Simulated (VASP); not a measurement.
A run of VASP 6.6.1:

INCAR

```
SYSTEM = ScAl3As4
  PREC = Accurate
  ENCUT = 500
  EDIFF = 1E-6
  ISMEAR = 0
  SIGMA = 0.2
  LREAL = .FALSE.
  LASPH = .TRUE.
  NELM = 120
  ALGO = Normal
  ISIF = 2
  LWAVE = .FALSE.
  LCHARG = .TRUE.
  GGA = PE
  LELF = .TRUE.
  LVHAR = .TRUE.
  NBANDS = 30
  GGA_COMPAT = .FALSE.
```

File KPOINTS:

```
Automatic mesh
0
G
  4 4 3
  0 0 0
```

Contents of POSCAR:

```
ScAl3As4
1.0
    5.5807181510     -0.0000000029      0.0000000000
   -2.7903590730      4.8330436916      0.0000000000
    0.0000000000      0.0000000000      6.9082489836
Sc Al As
1 3 4
Direct
    0.3333333333      0.6666666667      0.9880291224
    0.5022232218      0.4977767782      0.3364360927
    0.5022232218      0.0044464435      0.3364360927
    0.9955535565      0.4977767782      0.3364360927
    0.5155230885      0.4844769115      0.6971294772
    0.5155230885      0.0310461771      0.6971294772
    0.9689538229      0.4844769115      0.6971294772
    0.0000000000      0.0000000000      0.1998993980
```

Potentials or basis: VASP PAW PBE potentials, release 64 (Sc_sv, Al, As).

The run is started by

```console
$ cat potpaw_PBE.64/Sc_sv/POTCAR potpaw_PBE.64/Al/POTCAR potpaw_PBE.64/As/POTCAR > POTCAR
$ mpirun -np 1 vasp_std > vasp.out
```

Hardware: 1 thread of Intel(R) Xeon(R) 6975P-C (Granite Rapids), with other jobs on the host.

Estimate the wall time of this run.

It took 32 s on 1 thread of Intel(R) Xeon(R) 6975P-C (Granite Rapids), with other jobs on the host, peak memory 0.29 GiB. Counts: scf iterations 15, k points 9.
